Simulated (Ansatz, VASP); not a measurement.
## One calculation of HC10, two programs

```
C H
1.0
     8.54367    0.00000    0.00000
    -2.13592    8.61105    0.00000
     0.00000    0.00000   22.77880
C H
20 2
Cartesian
  -1.4239 8.4345 4.0000
  2.8479 8.4345 4.0000
  1.4239 8.4345 4.0000
  5.6958 8.4345 4.0000
  0.7120 8.2579 5.2205
  4.9838 8.2579 5.2205
  -0.7120 8.2579 5.2205
  3.5599 8.2579 5.2205
  -1.4327 8.0805 6.4391
  2.8391 8.0805 6.4391
  1.4327 8.0805 6.4391
  5.7046 8.0805 6.4391
  0.6980 7.9021 7.6634
  4.9698 7.9021 7.6634
  -0.6980 7.9021 7.6634
  3.5739 7.9021 7.6634
  -1.5150 7.7396 8.7788
  2.7568 7.7396 8.7788
  1.5150 7.7396 8.7788
  5.7869 7.7396 8.7788
  1.4694 1.9989 10.8288
  2.3884 1.9989 10.8288
```

Alike in both runs: task single point; functional PBE; k mesh 4 × 3 × 1; occupations gaussian, width 0.1 eV; no spin polarisation.

|  | VASP | Ansatz |
| --- | --- | --- |
| version | VASP 6.6.1 | Ansatz 0.2.0 |
| potentials or method | VASP PAW PBE potentials, release 64 (C, H), cutoff 520 eV | scalar-relativistic, plane waves, PAW |
| valence electrons in the cell | 82 | 82 |

VASP gave:

```
gap on the k mesh at the Fermi level (eV) : 0.26
least direct gap on the mesh (eV)         : 0.36
rms of the force components (eV/Å)        : 1.835
```

Question: Which values does Ansatz return?

Answer: gap on the k mesh at the Fermi level (eV): 0.26; least direct gap on the mesh (eV): 0.36; rms of the force components (eV/Å): 1.842.

Atom by atom the forces differ by 0.024 eV/Å (rms over components). The functional is the same, so the differences come from potentials, cutoffs and numerics.
